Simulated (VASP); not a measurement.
# HoNb2As3 (I4/mmm) in VASP: a series of runs, part 2 of 2

VASP 6.6.1. The steps go on from the part before.

## (3) Single point, PBE

This run uses another cell than the first one, of 24.27 Å³/atom.

Input file INCAR:

```
SYSTEM = HoNb2As3
  ALGO = Normal
  EDIFF = 1E-6
  ENCUT = 500
  GGA = PE
  GGA_COMPAT = .False.
  ISIF = 2
  ISMEAR = 0
  LASPH = .True.
  LCHARG = .False.
  LMAXMIX = 6
  LREAL = .False.
  LWAVE = .False.
  NBANDS = 34
  NELM = 200
  PREC = Accurate
  SIGMA = 0.1
```

Input file KPOINTS:

```
k-points
0
Gamma
  4 4 4
  0 0 0
```

Input file POSCAR:

```
HoNb2As3
1.0
   -2.7175633589      2.7175633589      4.9297845371
    2.7175633589     -2.7175633589      4.9297845371
    2.7175633589      2.7175633589     -4.9297845371
Ho Nb As
1 2 3
Direct
    0.5000000000      0.5000000000      0.0000000000
    0.7500000000      0.2500000000      0.5000000000
    0.2500000000      0.7500000000      0.5000000000
    0.5000000000      0.0000000000      0.5000000000
    0.0000000000      0.5000000000      0.5000000000
    0.0000000000      0.0000000000      0.0000000000
```

Potentials or basis: VASP PAW PBE potentials, release 64 (Ho_3, Nb_sv, As), 4f in core.

Launch:

```bash
> cat potpaw_PBE.64/Ho_3/POTCAR potpaw_PBE.64/Nb_sv/POTCAR potpaw_PBE.64/As/POTCAR > POTCAR
> mpirun -np 1 vasp_std > vasp.out
```

OUTCAR:

```text
SYSTEM = HoNb2As3
   EDIFF = 1E-6
   ENCUT = 500
   GGA = PE
   ISIF = 2
   ISMEAR = 0
   LASPH = .True.
   LREAL = .False.
   NELM = 200
   PREC = Accurate

 ion  position               nearest neighbor table
   1  0.500  0.500  0.000-   4 2.72   5 2.72   4 2.72   5 2.72
   2  0.750  0.250  0.500-   4 2.46   5 2.46
   3  0.250  0.750  0.500-   4 2.46   5 2.46
   4  0.500  0.000  0.500-   2 2.46   3 2.46   1 2.72   6 2.72   1 2.72   6 2.72
   5  0.000  0.500  0.500-   2 2.46   3 2.46   1 2.72   6 2.72   6 2.72   1 2.72
   6  0.000  0.000  0.000-   4 2.72   5 2.72   5 2.72   4 2.72

  LATTYP: Found a body centered tetragonal cell.
 ALAT       =     5.4351267178
 C/A-ratio  =     1.8140458514

  Lattice vectors:

 A1 = (  -2.7175633589,   2.7175633589,   4.9297845371)
 A2 = (   2.7175633589,  -2.7175633589,   4.9297845371)
 A3 = (   2.7175633589,   2.7175633589,  -4.9297845371)

Analysis of symmetry for initial positions (statically):
=====================================================================
 Subroutine PRICEL returns:
 Original cell was already a primitive cell.

 Routine SETGRP: Setting up the symmetry group for a
 body centered tetragonal supercell.

 Subroutine GETGRP returns: Found 16 space group operations
 (whereof 16 operations were pure point group operations)
 out of a pool of 16 trial point group operations.

The static configuration has the point symmetry D_4h.

Analysis of symmetry for dynamics (positions and initial velocities):
=====================================================================
 Subroutine PRICEL returns:
 Original cell was already a primitive cell.

 Routine SETGRP: Setting up the symmetry group for a
 body centered tetragonal supercell.

 Subroutine GETGRP returns: Found 16 space group operations
 (whereof 16 operations were pure point group operations)
 out of a pool of 16 trial point group operations.
[... 117 lines left out ...]
     AMIX_MAG =   1.60;   BMIX_MAG =  1.00
  volume/ion in A,a.u.               =      24.27       163.79
  Fermi-wavevector in a.u.,A,eV,Ry     =   1.146346  2.166280 17.879542  1.314109
  Thomas-Fermi vector in A             =   2.283031
   LORBIT       =      0    0 simple, 1 ext, 2 COOP (PROOUT), +10 PAW based schemes
   GGA     = PE    functional components
   LHFCALC =     F    Hartree Fock is set to
   AEXX    =    0.0000 exact exchange contribution
   IVDW    =     0    specifies the selected vdW correction
   LEPSILON=     F    determine dielectric tensor
   LRPA    =     F    only Hartree local field effects (RPA)
 non-spin polarized calculation
 Gauss-broadening in eV      SIGMA  =   0.10
  energy-cutoff  :      500.00
  volume of cell :      145.63
 maximum number of plane-waves:      3708
 NGX is ok and might be reduce to    48
   NGX = 23   NGY = 23   NGZ = 23

 number of electron      49.9999997 magnetization

 Free energy of the ion-electron system (eV)
  ---------------------------------------------------
  ext. energy  EPLUGINS =         0.00000000
  ---------------------------------------------------
  free energy    TOTEN  =       -36.41229884 eV

  energy without entropy =      -36.39829470  energy(sigma->0) =      -36.40529677

 E-fermi :   5.3122     XC(G=0): -10.1785

 val. band max:        5.2444834073   @ k =  -0.2500   0.2500   0.2500
 cond. band min:       5.3238129436   @ k =   0.2500   0.2500   0.2500
 fundamental gap:      0.0793295363
 Fermi energy:         5.3122205940

 k-point     1 :       0.0000    0.0000    0.0000
  band No.  band energies     occupation
      1     -50.0321      2.00000
      2     -50.0288      2.00000
      3     -26.0947      2.00000
      4     -26.0947      2.00000
      5     -26.0817      2.00000
      6     -26.0753      2.00000
[... 470 lines left out ...]
     33       8.5982      0.00000
     34       8.6254      0.00000

------------------------ aborting loop because EDIFF is reached ----------------------------------------

  FORCE on cell =-STRESS in cart. coord.  units (eV):
  Direction    XX          YY          ZZ          XY          YZ          ZX
  --------------------------------------------------------------------------------------
  -------------------------------------------------------------------------------------
  Total        0.1752311      0.1752311      0.1275555      0.0000000     -0.0000000      0.0000000
  in kB        1.9278557      1.9278557      1.4033384      0.0000000     -0.0000000      0.0000000
  external PRESSURE =       1.7530166 kB  Pullay stress =       0.0000000 kB

 VOLUME and BASIS-vectors are now :
 -----------------------------------------------------------------------------
  energy-cutoff  :      500.00
  volume of cell :      145.63
      direct lattice vectors                 reciprocal lattice vectors
    -2.717563359  2.717563359  4.929784537     0.000000000  0.183988351  0.101424311
     2.717563359 -2.717563359  4.929784537     0.183988351  0.000000000  0.101424311
     2.717563359  2.717563359 -4.929784537     0.183988351  0.183988351  0.000000000

 POSITION                                       TOTAL-FORCE (eV/Angst)
 -----------------------------------------------------------------------------------
      0.00000      0.00000      4.92978        -0.000000      0.000000     -0.000000
     -0.00000      2.71756      2.46489         0.000000     -0.000000      0.000000
      2.71756     -0.00000      2.46489        -0.000000      0.000000     -0.000000
      0.00000      2.71756      0.00000        -0.000000      0.000000     -0.000000
      2.71756      0.00000      0.00000        -0.000000      0.000000     -0.000000
      0.00000      0.00000      0.00000        -0.000000      0.000000     -0.000000
 -----------------------------------------------------------------------------------
    total drift:                               -0.000000     -0.000000      0.000000

  FREE ENERGIE OF THE ION-ELECTRON SYSTEM (eV)
  ---------------------------------------------------
  free  energy   TOTEN  =       -36.4122988365 eV

  energy  without entropy=      -36.3982947006  energy(sigma->0) =      -36.40529677
```

Wall time 2 min (1 thread of Intel Xeon 6975P-C (Granite Rapids), shared host); peak memory 0.35 GiB.

What came out:

- Free energy: -36.4123 eV
- Pressure: 0.2 GPa
- Band gap on the k mesh: zero (bands 25 and 26 overlap by 0.08 eV)

Caveat: spin-orbit coupling is left out, which moves the levels of the heavy elements; the 4f electrons are frozen in the core, so they carry no moment and show no levels. Spin polarisation is off, so any magnetic state and its effect on volume and gap are missing.

The gap in the log of VASP goes by the Fermi energy; the results here count the filled bands.